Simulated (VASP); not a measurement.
# ZnS (P6_3mc) in VASP: notebook

Runs on ZnS. Level: PBE. Tasks: single point.

Everything below comes from runs of VASP 6.6.1. Logs are shortened: lines on timing, memory, paths and dates and some standing lists are left out, and cuts for length are marked.

### 1 The cell of the first run

The structure is hexagonal, space group P6_3mc (No. 186). Conventional cell: a = 3.767 Å, b = 3.767 Å, c = 6.283 Å, α = 90.00°, β = 90.00°, γ = 120.00°. Within 3.1 Å of Zn (site symmetry 3m) lie 4 S at 2.32 to 2.33 Å. S (site symmetry 3m) has 4 Zn at 2.32 to 2.33 Å within 3.1 Å.

### 2 Single point, PBE (epitaxial xy strain -1.0%)

File INCAR:

```
PREC     = Accurate       # precision mode
ENCUT    = 520            # plane-wave cutoff, eV
EDIFF    = 1E-6           # SCF threshold, eV
ISMEAR   = -1             # smearing method
SIGMA    = 0.02           # smearing width, eV
LREAL    = F              # projectors in reciprocal space
LASPH    = T              # aspherical terms in the spheres
NELM     = 60             # most SCF steps
ALGO     = Normal         # electronic algorithm
ISIF     = 2              # what is computed and relaxed
LWAVE    = F              # write WAVECAR
LCHARG   = F              # write CHGCAR
GGA      = PE             # functional
NBANDS   = 26             # bands
```

File KPOINTS:

```
Automatic mesh
0
Gamma
  12 12 4
```

File POSCAR:

```
ZnS
1.0
    3.7673958107      0.0000000000      0.0000000000
   -1.8836979054      3.2626604782      0.0000000000
    0.0000000000      0.0000000000      6.2831086325
Zn S
2 2
Direct
    0.3333333333      0.6666666667      0.0019476037
    0.6666666667      0.3333333333      0.5019476037
    0.3333333333      0.6666666667      0.3730523963
    0.6666666667      0.3333333333      0.8730523963
```

Potentials or basis: VASP PAW PBE potentials, release 64 (Zn, S).

The run is started by

```
> cat potpaw_PBE.64/Zn/POTCAR potpaw_PBE.64/S/POTCAR > POTCAR
> mpirun -np 1 vasp_std > vasp.out
```

OUTCAR:

```text
PREC = Accurate
   ENCUT = 520
   EDIFF = 1E-6
   ISMEAR = -1
   LREAL = F
   LASPH = T
   NELM = 60
   ISIF = 2
   GGA = PE

 ion  position               nearest neighbor table
   1  0.333  0.667  0.002-   4 2.32   4 2.32   4 2.32   3 2.33
   2  0.667  0.333  0.502-   3 2.32   3 2.32   3 2.32   4 2.33
   3  0.333  0.667  0.373-   2 2.32   2 2.32   2 2.32   1 2.33
   4  0.667  0.333  0.873-   1 2.32   1 2.32   1 2.32   2 2.33

  LATTYP: Found a hexagonal cell.
 ALAT       =     3.7673958107
 C/A-ratio  =     1.6677590963

  Lattice vectors:

 A1 = (   3.7673958107,   0.0000000000,   0.0000000000)
 A2 = (  -1.8836979054,   3.2626604782,   0.0000000000)
 A3 = (   0.0000000000,   0.0000000000,   6.2831086325)

Analysis of symmetry for initial positions (statically):
=====================================================================
 Subroutine PRICEL returns:
 Original cell was already a primitive cell.

 Routine SETGRP: Setting up the symmetry group for a
 hexagonal supercell.

 Subroutine GETGRP returns: Found 12 space group operations
 (whereof  6 operations were pure point group operations)
 out of a pool of 24 trial point group operations.

The static configuration has the point symmetry C_3v.
 The point group associated with its full space group is C_6v.

Analysis of symmetry for dynamics (positions and initial velocities):
=====================================================================
 Subroutine PRICEL returns:
 Original cell was already a primitive cell.

 Routine SETGRP: Setting up the symmetry group for a
 hexagonal supercell.

 Subroutine GETGRP returns: Found 12 space group operations
 (whereof  6 operations were pure point group operations)
 out of a pool of 24 trial point group operations.

The dynamic configuration has the point symmetry C_3v.
 The point group associated with its full space group is C_6v.

 Subroutine INISYM returns: Found 12 space group operations
 (whereof  6 operations are pure point group operations),
 and found     1 'primitive' translations

----------------------------------------------------------------------------------------

                                     Primitive cell

  volume of cell :      77.2303

  direct lattice vectors                    reciprocal lattice vectors
[... 83 lines left out ...]
   ISTART =      0    job   : 0-new  1-cont  2-samecut
   ICHARG =      2    charge: 1-file 2-atom 10-const
   ISPIN  =      1    spin polarized calculation?
   LNONCOLLINEAR =      F non collinear calculations
   LSORBIT =      F    spin-orbit coupling
   LASPH  =      T    aspherical Exc in radial PAW
   ENCUT  =  520.0 eV  38.22 Ry    6.18 a.u.   7.00  7.00 11.68*2*pi/ulx,y,z
   NELM   =     60;   NELMIN=  2; NELMDL= -5     # of ELM steps
   EDIFF  = 0.1E-05   stopping-criterion for ELM
   LREAL  =      F    real-space projection
   EDIFFG = 0.1E-04   stopping-criterion for IOM
   NSW    =      0    number of steps for IOM
   IBRION =     -1    ionic relax: 0-MD 1-quasi-New 2-CG
   NFREE  =      0    steps in history (QN), initial steepest desc. (CG)
   ISIF   =      2    stress and relaxation
   ISYM   =      2    0-nonsym 1-usesym 2-fastsym
   POTIM  = 0.5000    time-step for ionic-motion
   TEBEG  =    0.0;   TEEND  =   0.0 temperature during run
   PSTRESS=    0.0 pullay stress
   NELECT =      36.0000    total number of electrons
   NUPDOWN=      -1.0000    fix difference up-down
   EMIN   =  10.00;   EMAX   =-10.00  energy-range for DOS
   EFERMI =   0.00;   METHOD = LEGACY
   ISMEAR =    -1;   SIGMA  =   0.02  broadening in eV -4-tet -1-fermi 0-gaus
   EFERMI_NEDOS =   21; number of points for ismear=-14 and -15
   IALGO  =     38    algorithm
   IMIX   =      4    mixing-type and parameters
     AMIX     =   0.40;   BMIX     =  1.00
     AMIX_MAG =   1.60;   BMIX_MAG =  1.00
  volume/ion in A,a.u.               =      19.31       130.29
  Fermi-wavevector in a.u.,A,eV,Ry     =   1.269345  2.398715 21.922215  1.611237
  Thomas-Fermi vector in A             =   2.402391
   LORBIT       =      0    0 simple, 1 ext, 2 COOP (PROOUT), +10 PAW based schemes
   GGA     = PE    functional components
   LHFCALC =     F    Hartree Fock is set to
   AEXX    =    0.0000 exact exchange contribution
   IVDW    =     0    specifies the selected vdW correction
   LEPSILON=     F    determine dielectric tensor
   LRPA    =     F    only Hartree local field effects (RPA)
 non-spin polarized calculation
  energy-cutoff  :      520.00
  volume of cell :       77.23
 maximum number of plane-waves:      2096
 NGX is ok and might be reduce to    28
   NGX = 13   NGY = 13   NGZ = 23

 number of electron      35.9999989 magnetization

 Free energy of the ion-electron system (eV)
  ---------------------------------------------------
  ext. energy  EPLUGINS =         0.00000000
  ---------------------------------------------------
  free energy    TOTEN  =       -13.65032471 eV

  energy without entropy =      -13.65032471  energy(sigma->0) =      -13.65032471

 E-fermi :   2.7944     XC(G=0):  -9.7277

 val. band max:        2.3588196211   @ k =   0.0000   0.0000   0.0000
 cond. band min:       4.5845633448   @ k =   0.0000   0.0000   0.0000
 fundamental gap:      2.2257437237
 Fermi energy:         2.7943581465

 k-point     1 :       0.0000    0.0000    0.0000
  band No.  band energies     occupation
      1     -10.9883      2.00000
      2     -10.0488      2.00000
      3      -4.1157      2.00000
      4      -4.0864      2.00000
      5      -4.0864      2.00000
      6      -3.9997      2.00000
[... 685 lines left out ...]
     25      11.2140      0.00000
     26      12.2019      0.00000

 [... further k-points ...]
[... 5 lines left out ...]
  --------------------------------------------------------------------------------------
  -------------------------------------------------------------------------------------
  Total        1.9438761      1.9438761      1.1976649     -0.0000000      0.0000000     -0.0000000
  in kB       40.3265863     40.3265863     24.8460993     -0.0000000      0.0000000     -0.0000000
  external PRESSURE =      35.1664239 kB  Pullay stress =       0.0000000 kB

 VOLUME and BASIS-vectors are now :
 -----------------------------------------------------------------------------
  energy-cutoff  :      520.00
  volume of cell :       77.23
      direct lattice vectors                 reciprocal lattice vectors
     3.767395811  0.000000000  0.000000000     0.265435343  0.153249167  0.000000000
    -1.883697905  3.262660478  0.000000000     0.000000000  0.306498334  0.000000000
     0.000000000  0.000000000  6.283108633     0.000000000  0.000000000  0.159156885

 POSITION                                       TOTAL-FORCE (eV/Angst)
 -----------------------------------------------------------------------------------
     -0.00000      2.17511      0.01224        -0.000000      0.000000      0.003016
      1.88370      1.08755      3.15379         0.000000     -0.000000      0.003016
     -0.00000      2.17511      2.34393        -0.000000     -0.000000     -0.003016
      1.88370      1.08755      5.48548         0.000000     -0.000000     -0.003016
 -----------------------------------------------------------------------------------
    total drift:                               -0.000001     -0.000002      0.000320

  FREE ENERGIE OF THE ION-ELECTRON SYSTEM (eV)
  ---------------------------------------------------
  free  energy   TOTEN  =       -13.6503247067 eV

  energy  without entropy=      -13.6503247067  energy(sigma->0) =      -13.65032471
```

Run time: 39 s. Hardware: 1 thread of Intel Xeon 6975P-C (Granite Rapids), shared host; peak memory 0.24 GiB.

What came out:

| Property | Result |
| --- | --- |
| Free energy | -13.6503 eV |
| Pressure | 3.5 GPa |
| Largest force | 0.003 eV/Å |
| Band gap on the k mesh | 2.23 eV, direct |

Forces in eV/Å, atoms in the order of the input:
```
Zn   0.000  0.000  0.003
Zn   0.000  0.000  0.003
S    0.000  0.000 -0.003
S    0.000  0.000 -0.003
```

Stress tensor (GPa, compression positive):
```
4.03 0.00 0.00
0.00 4.03 0.00
0.00 0.00 2.48
```

Levels at points of the mesh, in eV from the valence-band top:
```csv
k point,band 16,band 17,band 18,band 19,band 20,band 21
"(0.00, 0.00, 0.00)",-0.17,0.00,0.00,2.23,3.26,6.35
"(0.50, 0.00, 0.00)",-2.27,-1.80,-0.92,3.71,4.24,4.99
"(0.00, 0.00, 0.50)",-0.47,-0.47,-0.47,3.67,3.67,6.76
"(0.50, 0.00, 0.50)",-1.77,-1.64,-1.64,3.48,3.48,5.19
```

Caveat: the cell differs from its parent crystal (epitaxial xy strain -1.0%). A k mesh can miss the band edges.

### 3 Single point, PBE

This run uses another cell than the first one, of 19.58 Å³/atom, 1.014 times its volume.

File INCAR:

```
SYSTEM = ZnS
PREC     = Accurate       ! precision mode
ENCUT    = 520            ! plane-wave cutoff, eV
EDIFF    = 1E-6           ! SCF threshold, eV
ISMEAR   = -1             ! smearing method
SIGMA    = 0.02           ! smearing width, eV
LREAL    = .False.        ! projectors in reciprocal space
LASPH    = .True.         ! aspherical terms in the spheres
NELM     = 100            ! most SCF steps
ALGO     = Normal         ! electronic algorithm
ISIF     = 2              ! what is computed and relaxed
LWAVE    = .False.        ! write WAVECAR
LCHARG   = .False.        ! write CHGCAR
GGA      = PE             ! functional
NBANDS   = 26             ! bands
```

File KPOINTS:

```
regular mesh
0
Gamma
  12 12 4
  0 0 0
```

File POSCAR:

```
ZnS
1.0
    3.8054503139      0.0000000000      0.0000000000
   -1.9027251570      3.2956166447      0.0000000000
    0.0000000000      0.0000000000      6.2439931235
Zn S
2 2
Direct
    0.3333333333      0.6666666667      0.0003381390
    0.6666666667      0.3333333333      0.5003381390
    0.3333333333      0.6666666667      0.3746618610
    0.6666666667      0.3333333333      0.8746618610
```

Potentials or basis: VASP PAW PBE potentials, release 64 (Zn, S).

The run is started by

```
> cat potpaw_PBE.64/Zn/POTCAR potpaw_PBE.64/S/POTCAR > POTCAR
> mpirun -np 1 vasp_std > vasp.out
```

Run time: 42 s. Hardware: 1 thread of Intel Xeon 6975P-C (Granite Rapids), shared host; peak memory 0.24 GiB.

Results (log left out):

- Free energy: -13.6742 eV
- Pressure: 2.4 GPa
- Largest force: 0.004 eV/Å
- Band gap on the k mesh: 2.22 eV, direct

Forces on the atoms (eV/Å):
```
Zn   0.000  0.000  0.004
Zn   0.000  0.000  0.004
S    0.000  0.000 -0.004
S    0.000  0.000 -0.004
```

Levels at points of the mesh, in eV from the valence-band top:
```
           k point  band 14  band 15  band 16  band 17  band 18  band 19  band 20  band 21  band 22  band 23
(0.00, 0.00, 0.00)    -0.90    -0.90    -0.08     0.00     0.00     2.22     3.11     6.31     6.31     6.57
(0.50, 0.00, 0.00)    -4.13    -3.29    -2.25    -1.70    -0.89     3.66     4.26     5.11     6.91     7.41
(0.00, 0.00, 0.50)    -2.88    -0.47    -0.47    -0.47    -0.47     3.57     3.57     6.77     6.77     6.77
(0.50, 0.00, 0.50)    -4.88    -1.64    -1.64    -1.62    -1.62     3.55     3.55     5.22     5.22     8.82
```

### 4 Single point, PBE (uniaxial z strain +5.0%)

File INCAR:

```
SYSTEM = ZnS
PREC = Accurate
ENCUT = 520
EDIFF = 1E-6
ISMEAR = -1
SIGMA = 0.02
LREAL = .FALSE.
LASPH = .TRUE.
NELM = 60
ALGO = Normal
ISIF = 2
LWAVE = .FALSE.
LCHARG = .FALSE.
GGA = PE
NBANDS = 26
```

File KPOINTS:

```
regular mesh
0
G
  12 12 4
  0 0 0
```

File POSCAR:

```
ZnS
1.0
    3.8054503139      0.0000000000      0.0000000000
   -1.9027251570      3.2956166447      0.0000000000
    0.0000000000      0.0000000000      6.5561927797
Zn S
2 2
Direct
    0.3333333333      0.6666666667      0.0034224422
    0.6666666667      0.3333333333      0.5034224422
    0.3333333333      0.6666666667      0.3715775578
    0.6666666667      0.3333333333      0.8715775578
```

The run is started by

```
> cat potpaw_PBE.64/Zn/POTCAR potpaw_PBE.64/S/POTCAR > POTCAR
> mpirun -np 1 vasp_std > vasp.out
```

Wall time 45 s (1 thread of Intel Xeon 6975P-C (Granite Rapids), shared host); peak memory 0.25 GiB.

Results (log left out):

```yaml
Free_energy: -13.6495 eV
Pressure: -1.1 GPa
Largest_force: 0.019 eV/Å
Band_gap_on_the_k_mesh: 1.83 eV, direct
```

Forces on the atoms (eV/Å):
```
Zn   0.000  0.000  0.019
Zn   0.000  0.000  0.019
S    0.000  0.000 -0.019
S    0.000  0.000 -0.019
```

Stress tensor (GPa, compression positive):
```
 0.52  0.00  0.00
 0.00  0.52  0.00
 0.00  0.00 -4.32
```

Levels at points of the mesh, in eV from the valence-band top:
```csv
k point,band 16,band 17,band 18,band 19,band 20,band 21
"(0.00, 0.00, 0.00)",-0.32,0.00,0.00,1.83,3.35,6.13
"(0.50, 0.00, 0.00)",-1.99,-1.69,-0.86,3.84,3.93,4.87
"(0.00, 0.00, 0.50)",-0.38,-0.38,-0.38,3.55,3.55,6.41
"(0.50, 0.00, 0.50)",-1.76,-1.47,-1.47,3.32,3.32,5.17
```

Caveat: the cell differs from its parent crystal (uniaxial z strain +5.0%).

### 5 Overview

```csv
cell,gap on the mesh (eV),pressure (GPa)
"a = 3.767, b = 3.767, c = 6.283 Å, angles 90.0, 90.0, 120.0°, 4 atoms",2.23,3.5
"a = 3.805, b = 3.805, c = 6.244 Å, angles 90.0, 90.0, 120.0°, 4 atoms",2.22,2.4
"a = 3.805, b = 3.805, c = 6.556 Å, angles 90.0, 90.0, 120.0°, 4 atoms",1.83,-1.1
```

Alike in all rows: task single point; level PBE; potentials or basis VASP PAW PBE potentials, release 64 (Zn, S); no spin polarisation; k mesh 12 × 12 × 4; cutoff (eV) 520; smearing fermi-dirac 0.02 eV.

Total energies depend on the potentials used, so only differences within one code and one set of settings carry meaning.
